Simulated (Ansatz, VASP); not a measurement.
# Two plane-wave programs on Ta2N

The input INCAR:

```
PREC = Accurate ; ENCUT = 520
EDIFF = 1E-6 ; ISMEAR = 0
SIGMA = 0.15 ; LREAL = F
LASPH = T ; NELM = 80
ALGO = Normal ; ISIF = 2
LWAVE = F ; LCHARG = F
GGA = PS ; NBANDS = 20
```

The input KPOINTS:

```
regular mesh
0
Gamma
  18 18 10
```

The input POSCAR:

```
Ta2N
1.0
    3.0786153869      0.0000000000      0.0000000000
   -1.5393076935      2.6661591336      0.0000000000
    0.0000000000      0.0000000000      4.8232571780
Ta N
2 1
Direct
    0.6666666667      0.3333333333      0.7461350797
    0.3333333333      0.6666666667      0.2536241835
    0.0000000000      0.0000000000      0.0031099316
```

Input for Ansatz:

```yaml
crystal:
  lattice:
    - [3.0786153869, 0.0, 0.0]
    - [-1.5393076935, 2.6661591336, 0.0]
    - [0.0, 0.0, 4.823257178]
  atoms:
    - { symbol: Ta, position: [0.6666666667, 0.3333333333, 0.7461350797] }
    - { symbol: Ta, position: [0.3333333333, 0.6666666667, 0.2536241835] }
    - { symbol: "N", position: [0.0, 0.0, 0.0031099316] }
basis:
  ecutwfc: 420
kpoints:
  mp_grid: { grid: [18, 18, 10] }
hamiltonian:
  xc: pbesol
scf:
  occupations: { method: gaussian, width: 0.15 }
output:
  forces: true
  stress: true
  eigenvalues: true
```

Change from the starting cell: mode 9 (572.2 1/cm) frozen in, largest displacement +0.015 Å.

Alike in both runs: task single point; functional PBEsol; k mesh 18 × 18 × 10; occupations gaussian, width 0.15 eV; no spin polarisation.

|  | VASP | Ansatz |
| --- | --- | --- |
| version | VASP 6.6.1 | Ansatz 0.2.0 |
| potentials or method | VASP PAW PBE potentials, release 64 (Ta_pv, N), cutoff 520 eV | scalar-relativistic, plane waves, PAW |
| valence electrons in the cell | 27 | 31 |

```tsv
	VASP	Ansatz	Ansatz less VASP
gap on the k mesh at the Fermi level (eV)	none	none	-
pressure (GPa)	0.6	0.0	-0.58
rms of the force components (eV/Å)	0.108	0.103	-0.0045
```

VASP's potentials were made for PBE, not for PBEsol. Atom by atom the forces differ by 0.026 eV/Å (rms over components). A gap of «none» marks a metal or a gap that the smearing closes. VASP's potentials hold 27 valence electrons a cell and Ansatz's 31, so a difference there can come from the potentials and not from the codes.

Spin-orbit coupling is off throughout.
